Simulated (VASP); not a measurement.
# ZnO (Fm-3m) in VASP: a series of runs

ZnO is run at these levels: LDA; tasks: single point.

Everything below comes from runs of VASP 6.6.1. Logs are shortened: lines on timing, memory, paths and dates and some standing lists are left out, and cuts for length are marked.

## (1) The cell of the first run

Symmetry: Fm-3m, No. 225, cubic system. The conventional cell has a = 4.339 Å, b = 4.339 Å, c = 4.339 Å, α = 90.00°, β = 90.00°, γ = 90.00°. Within 2.9 Å of Zn (site symmetry m-3m) lie 6 O at 2.17 Å. O (site symmetry m-3m) has 6 Zn at 2.17 Å within 2.9 Å.

## (2) Single point, LDA

Contents of INCAR:

```
SYSTEM = ZnO
PREC     = Accurate       ! precision mode
ENCUT    = 520            ! plane-wave cutoff, eV
EDIFF    = 1E-6           ! SCF threshold, eV
ISMEAR   = 0              ! smearing method
SIGMA    = 0.05           ! smearing width, eV
LREAL    = .FALSE.        ! projectors in reciprocal space
LASPH    = .TRUE.         ! aspherical terms in the spheres
NELM     = 100            ! most SCF steps
ALGO     = Normal         ! electronic algorithm
ISIF     = 2              ! what is computed and relaxed
LWAVE    = .FALSE.        ! write WAVECAR
LCHARG   = .FALSE.        ! write CHGCAR
GGA      = CA             ! functional
NBANDS   = 16             ! bands
```

Contents of KPOINTS:

```
regular mesh
0
G
  12 12 12
  0 0 0
```

Contents of POSCAR:

```
ZnO
1.0
    0.0000000000      2.1694420000      2.1694420000
    2.1694420000      0.0000000000      2.1694420000
    2.1694420000      2.1694420000      0.0000000000
Zn O
1 1
Direct
    0.0000000000      0.0000000000      0.0000000000
    0.5000000000      0.5000000000      0.5000000000
```

Potentials or basis: VASP PAW LDA potentials, release 64 (Zn, O).

Launch:

```console
$ cat potpaw_LDA.64/Zn/POTCAR potpaw_LDA.64/O/POTCAR > POTCAR
$ mpirun -np 1 vasp_std > vasp.out
```

OUTCAR:

```text
SYSTEM = ZnO
   PREC = Accurate
   ENCUT = 520
   EDIFF = 1E-6
   ISMEAR = 0
   LREAL = .FALSE.
   LASPH = .TRUE.
   NELM = 100
   ISIF = 2
   GGA = CA

 ion  position               nearest neighbor table
   1  0.000  0.000  0.000-   2 2.17   2 2.17   2 2.17   2 2.17   2 2.17   2 2.17
   2  0.500  0.500  0.500-   1 2.17   1 2.17   1 2.17   1 2.17   1 2.17   1 2.17

  LATTYP: Found a face centered cubic cell.
 ALAT       =     4.3388840000

  Lattice vectors:

 A1 = (   0.0000000000,   2.1694420000,   2.1694420000)
 A2 = (   2.1694420000,   0.0000000000,   2.1694420000)
 A3 = (   2.1694420000,   2.1694420000,   0.0000000000)

Analysis of symmetry for initial positions (statically):
=====================================================================
 Subroutine PRICEL returns:
 Original cell was already a primitive cell.

 Routine SETGRP: Setting up the symmetry group for a
 face centered cubic supercell.

 Subroutine GETGRP returns: Found 48 space group operations
 (whereof 48 operations were pure point group operations)
 out of a pool of 48 trial point group operations.

The static configuration has the point symmetry O_h .

Analysis of symmetry for dynamics (positions and initial velocities):
=====================================================================
 Subroutine PRICEL returns:
 Original cell was already a primitive cell.

 Routine SETGRP: Setting up the symmetry group for a
 face centered cubic supercell.

 Subroutine GETGRP returns: Found 48 space group operations
 (whereof 48 operations were pure point group operations)
 out of a pool of 48 trial point group operations.

The dynamic configuration has the point symmetry O_h .

 Subroutine INISYM returns: Found 48 space group operations
 (whereof 48 operations are pure point group operations),
 and found     1 'primitive' translations

----------------------------------------------------------------------------------------

                                     Primitive cell

  volume of cell :      20.4209

  direct lattice vectors                    reciprocal lattice vectors
     0.000000000  2.169442000  2.169442000    -0.230474011  0.230474011  0.230474011
     2.169442000  0.000000000  2.169442000     0.230474011 -0.230474011  0.230474011
     2.169442000  2.169442000  0.000000000     0.230474011  0.230474011 -0.230474011

  length of vectors
     3.068054299  3.068054299  3.068054299     0.399192697  0.399192697  0.399192697

  position of ions in fractional coordinates (direct lattice)
     0.000000000  0.000000000  0.000000000
     0.500000000  0.500000000  0.500000000

  ion indices of the primitive-cell ions
   primitive index   ion index
                 1           1
                 2           2

----------------------------------------------------------------------------------------

 KPOINTS: regular mesh

Automatic generation of k-mesh.
 Grid dimensions read from file:
 generate k-points for:   12   12   12

 Generating k-lattice:

  Cartesian coordinates                     Fractional coordinates (reciprocal lattice)
    -0.019206168  0.019206168  0.019206168     0.083333333  0.000000000  0.000000000
     0.019206168 -0.019206168  0.019206168     0.000000000  0.083333333  0.000000000
     0.019206168  0.019206168 -0.019206168     0.000000000  0.000000000  0.083333333

  Length of vectors
     0.033266058  0.033266058  0.033266058

  Shift w.r.t. Gamma in fractional coordinates (k-lattice)
     0.000000000  0.000000000  0.000000000

 Subroutine IBZKPT returns following result:
 ===========================================

 Found     72 irreducible k-points:

 Following reciprocal coordinates:
            Coordinates               Weight
  0.000000  0.000000  0.000000      1.000000
  0.083333  0.000000  0.000000      8.000000
  0.166667  0.000000  0.000000      8.000000
  0.250000  0.000000  0.000000      8.000000
  0.333333  0.000000  0.000000      8.000000
  0.416667  0.000000  0.000000      8.000000
[... 16 lines left out ...]
  0.500000  0.166667  0.000000     24.000000
 -0.416667  0.166667  0.000000     24.000000
 [... further k-points ...]
   k-points           NKPTS =     72   k-points in BZ     NKDIM =     72   number of bands    NBANDS=     16
   number of dos      NEDOS =    301   number of ions     NIONS =      2
   total plane-waves  NPLWV =  13824
   dimension x,y,z NGX =    24 NGY =   24 NGZ =   24
   dimension x,y,z NGXF=    48 NGYF=   48 NGZF=   48
   ions per type =               1   1
   NGX,Y,Z   is equivalent  to a cutoff of  13.00, 13.00, 13.00 a.u.
   NGXF,Y,Z  is equivalent  to a cutoff of  26.01, 26.01, 26.01 a.u.
 SYSTEM =  ZnO
   PREC   = accura    normal or accurate (medium, high low for compatibility)
   ISTART =      0    job   : 0-new  1-cont  2-samecut
   ICHARG =      2    charge: 1-file 2-atom 10-const
   ISPIN  =      1    spin polarized calculation?
   LNONCOLLINEAR =      F non collinear calculations
   LSORBIT =      F    spin-orbit coupling
   LASPH  =      T    aspherical Exc in radial PAW
   ENCUT  =  520.0 eV  38.22 Ry    6.18 a.u.   5.70  5.70  5.70*2*pi/ulx,y,z
   NELM   =    100;   NELMIN=  2; NELMDL= -5     # of ELM steps
   EDIFF  = 0.1E-05   stopping-criterion for ELM
   LREAL  =      F    real-space projection
   EDIFFG = 0.1E-04   stopping-criterion for IOM
   NSW    =      0    number of steps for IOM
   IBRION =     -1    ionic relax: 0-MD 1-quasi-New 2-CG
   NFREE  =      0    steps in history (QN), initial steepest desc. (CG)
   ISIF   =      2    stress and relaxation
   ISYM   =      2    0-nonsym 1-usesym 2-fastsym
   POTIM  = 0.5000    time-step for ionic-motion
   TEBEG  =    0.0;   TEEND  =   0.0 temperature during run
   PSTRESS=    0.0 pullay stress
   NELECT =      18.0000    total number of electrons
   NUPDOWN=      -1.0000    fix difference up-down
   EMIN   =  10.00;   EMAX   =-10.00  energy-range for DOS
   EFERMI =   0.00;   METHOD = LEGACY
   ISMEAR =     0;   SIGMA  =   0.05  broadening in eV -4-tet -1-fermi 0-gaus
   EFERMI_NEDOS =   21; number of points for ismear=-14 and -15
   IALGO  =     38    algorithm
   IMIX   =      4    mixing-type and parameters
     AMIX     =   0.40;   BMIX     =  1.00
     AMIX_MAG =   1.60;   BMIX_MAG =  1.00
  volume/ion in A,a.u.               =      10.21        68.90
  Fermi-wavevector in a.u.,A,eV,Ry     =   1.569667  2.966241 33.522790  2.463856
  Thomas-Fermi vector in A             =   2.671516
   LORBIT       =      0    0 simple, 1 ext, 2 COOP (PROOUT), +10 PAW based schemes
   GGA     = CA    functional components
   LHFCALC =     F    Hartree Fock is set to
   AEXX    =    0.0000 exact exchange contribution
   IVDW    =     0    specifies the selected vdW correction
   LEPSILON=     F    determine dielectric tensor
   LRPA    =     F    only Hartree local field effects (RPA)
 non-spin polarized calculation
 Gauss-broadening in eV      SIGMA  =   0.05
  energy-cutoff  :      520.00
  volume of cell :       20.42
 maximum number of plane-waves:       568
   NGX = 11   NGY = 11   NGZ = 11

 number of electron      18.0000009 magnetization

 Free energy of the ion-electron system (eV)
  ---------------------------------------------------
  ext. energy  EPLUGINS =         0.00000000
  ---------------------------------------------------
  free energy    TOTEN  =       -10.29051767 eV

  energy without entropy =      -10.29051767  energy(sigma->0) =      -10.29051767

 E-fermi :   2.2567     XC(G=0): -12.5623

 val. band max:        2.0343294072   @ k =   0.5000   0.0000   0.0000
 cond. band min:       2.7186163626   @ k =   0.0000   0.0000   0.0000
 fundamental gap:      0.6842869554
 Fermi energy:         2.2567440588

 k-point     1 :       0.0000    0.0000    0.0000
  band No.  band energies     occupation
      1     -15.9281      2.00000
      2      -2.8623      2.00000
      3      -2.8623      2.00000
      4      -2.8623      2.00000
      5      -2.6640      2.00000
      6      -2.6640      2.00000
[... 8 lines left out ...]
     15      20.5614      0.00000
     16      20.5614      0.00000

 k-point     2 :       0.0833    0.0000    0.0000
  band No.  band energies     occupation
      1     -15.8532      2.00000
      2      -2.9067      2.00000
      3      -2.8623      2.00000
      4      -2.8623      2.00000
      5      -2.7261      2.00000
      6      -2.7261      2.00000
[... 8 lines left out ...]
     15      20.8473      0.00000
     16      20.8473      0.00000

 k-point     3 :       0.1667    0.0000    0.0000
  band No.  band energies     occupation
      1     -15.6408      2.00000
      2      -3.1043      2.00000
      3      -3.0052      2.00000
      4      -3.0052      2.00000
      5      -2.7324      2.00000
      6      -2.7324      2.00000
[... 8 lines left out ...]
     15      21.5059      0.00000
     16      21.5059      0.00000

 k-point     4 :       0.2500    0.0000    0.0000
  band No.  band energies     occupation
      1     -15.3286      2.00000
      2      -3.6064      2.00000
      3      -3.2542      2.00000
      4      -3.2542      2.00000
      5      -2.6512      2.00000
      6      -2.6512      2.00000
[... 8 lines left out ...]
     15      22.5087      0.00000
     16      22.5087      0.00000

 k-point     5 :       0.3333    0.0000    0.0000
  band No.  band energies     occupation
      1     -14.9858      2.00000
      2      -4.3122      2.00000
      3      -3.4815      2.00000
      4      -3.4815      2.00000
      5      -2.5616      2.00000
      6      -2.5616      2.00000
[... 8 lines left out ...]
     15      23.7991      0.00000
     16      23.7991      0.00000

 k-point     6 :       0.4167    0.0000    0.0000
  band No.  band energies     occupation
      1     -14.7098      2.00000
      2      -4.8865      2.00000
      3      -3.6350      2.00000
      4      -3.6350      2.00000
      5      -2.4940      2.00000
      6      -2.4940      2.00000
[... 8 lines left out ...]
     15      25.1767      0.00000
     16      25.1767      0.00000

 k-point     7 :       0.5000    0.0000    0.0000
  band No.  band energies     occupation
      1     -14.6025      2.00000
      2      -5.1033      2.00000
      3      -3.6889      2.00000
      4      -3.6889      2.00000
      5      -2.4690      2.00000
      6      -2.4690      2.00000
[... 8 lines left out ...]
     15      25.9361      0.00000
     16      25.9361      0.00000

 k-point     8 :       0.0833    0.0833    0.0000
  band No.  band energies     occupation
      1     -15.8291      2.00000
      2      -2.8884      2.00000
      3      -2.8735      2.00000
      4      -2.8602      2.00000
      5      -2.8602      2.00000
      6      -2.6515      2.00000
[... 8 lines left out ...]
     15      22.3509      0.00000
     16      22.3509      0.00000

 k-point     9 :       0.1667    0.0833    0.0000
  band No.  band energies     occupation
      1     -15.6650      2.00000
      2      -3.1479      2.00000
      3      -2.9716      2.00000
      4      -2.8981      2.00000
      5      -2.8146      2.00000
      6      -2.6588      2.00000
[... 8 lines left out ...]
     15      22.2655      0.00000
     16      23.1710      0.00000
[... 172 lines left out ...]
 k-point    19 :       0.1667    0.1667    0.0000
  band No.  band energies     occupation
      1     -15.5578      2.00000
      2      -3.3873      2.00000
      3      -2.9598      2.00000
      4      -2.8387      2.00000
      5      -2.8387      2.00000
      6      -2.6172      2.00000
[... 8 lines left out ...]
     15      25.0233      0.00000
     16      25.0233      0.00000

 k-point    20 :       0.2500    0.1667    0.0000
  band No.  band energies     occupation
      1     -15.3392      2.00000
      2      -3.6818      2.00000
      3      -3.0605      2.00000
      4      -2.8962      2.00000
      5      -2.7911      2.00000
      6      -2.5802      2.00000
[... 8 lines left out ...]
     15      25.1802      0.00000
     16      25.7153      0.00000

 k-point    21 :       0.3333    0.1667    0.0000
  band No.  band energies     occupation
      1     -15.0540      2.00000
      2      -3.9969      2.00000
      3      -3.2723      2.00000
      4      -3.0871      2.00000
      5      -2.7168      2.00000
      6      -2.5104      2.00000
[... 8 lines left out ...]
     15      25.1725      0.00000
     16      26.1703      0.00000

 k-point    22 :       0.4167    0.1667    0.0000
  band No.  band energies     occupation
      1     -14.7722      2.00000
      2      -4.3351      2.00000
      3      -3.5074      2.00000
      4      -3.3086      2.00000
      5      -2.6274      2.00000
      6      -2.4570      2.00000
[... 8 lines left out ...]
     15      25.2247      0.00000
     16      26.7323      0.00000

 k-point    23 :       0.5000    0.1667    0.0000
  band No.  band energies     occupation
      1     -14.5801      2.00000
      2      -4.6170      2.00000
      3      -3.6191      2.00000
      4      -3.4875      2.00000
      5      -2.5399      2.00000
      6      -2.4469      2.00000
[... 8 lines left out ...]
     15      24.9648      0.00000
     16      26.5500      0.00000

 k-point    24 :      -0.4167    0.1667    0.0000
  band No.  band energies     occupation
      1     -14.5472      2.00000
      2      -4.6950      2.00000
      3      -3.5872      2.00000
      4      -3.5865      2.00000
      5      -2.4841      2.00000
      6      -2.4771      2.00000
[... 8 lines left out ...]
     15      24.3921      0.00000
     16      25.1686      0.00000

 [... further k-points ...]
[... 5 lines left out ...]
  --------------------------------------------------------------------------------------
  -------------------------------------------------------------------------------------
  Total       -1.7753057     -1.7753057     -1.7753057      0.0000000      0.0000000     -0.0000000
  in kB     -139.2866846   -139.2866846   -139.2866846      0.0000000      0.0000000     -0.0000000
  external PRESSURE =    -139.2866846 kB  Pullay stress =       0.0000000 kB

 VOLUME and BASIS-vectors are now :
 -----------------------------------------------------------------------------
  energy-cutoff  :      520.00
  volume of cell :       20.42
      direct lattice vectors                 reciprocal lattice vectors
     0.000000000  2.169442000  2.169442000    -0.230474011  0.230474011  0.230474011
     2.169442000  0.000000000  2.169442000     0.230474011 -0.230474011  0.230474011
     2.169442000  2.169442000  0.000000000     0.230474011  0.230474011 -0.230474011

 POSITION                                       TOTAL-FORCE (eV/Angst)
 -----------------------------------------------------------------------------------
      0.00000      0.00000      0.00000         0.000000      0.000000      0.000000
      2.16944      2.16944      2.16944        -0.000000     -0.000000     -0.000000
 -----------------------------------------------------------------------------------
    total drift:                                0.000000     -0.000000     -0.000000

  FREE ENERGIE OF THE ION-ELECTRON SYSTEM (eV)
  ---------------------------------------------------
  free  energy   TOTEN  =       -10.2905176679 eV

  energy  without entropy=      -10.2905176679  energy(sigma->0) =      -10.29051767
```

Run time: 36 s. Hardware: 1 thread of AMD EPYC 7R13, shared host; peak memory 0.11 GiB.

Results:

```yaml
Free_energy: -10.2905 eV
Pressure: -13.9 GPa
Band_gap_on_the_k_mesh: 0.68 eV, indirect (least direct gap 1.90 eV)
```

Levels at points of the mesh, in eV from the valence-band top:
```
           k point  band 6  band 7  band 8  band 9  band 10  band 11  band 12  band 13
(0.00, 0.00, 0.00)   -4.70   -1.22   -1.22   -1.22     0.68    17.60    17.60    17.60
(0.50, 0.00, 0.00)   -4.50   -3.66    0.00    0.00     5.27     8.59    12.35    12.35
(0.50, 0.50, 0.00)   -4.40   -4.10   -2.60   -2.60     3.83    10.28    11.07    14.76
```

A k mesh can miss the band edges.

[end of part 1 of 2]
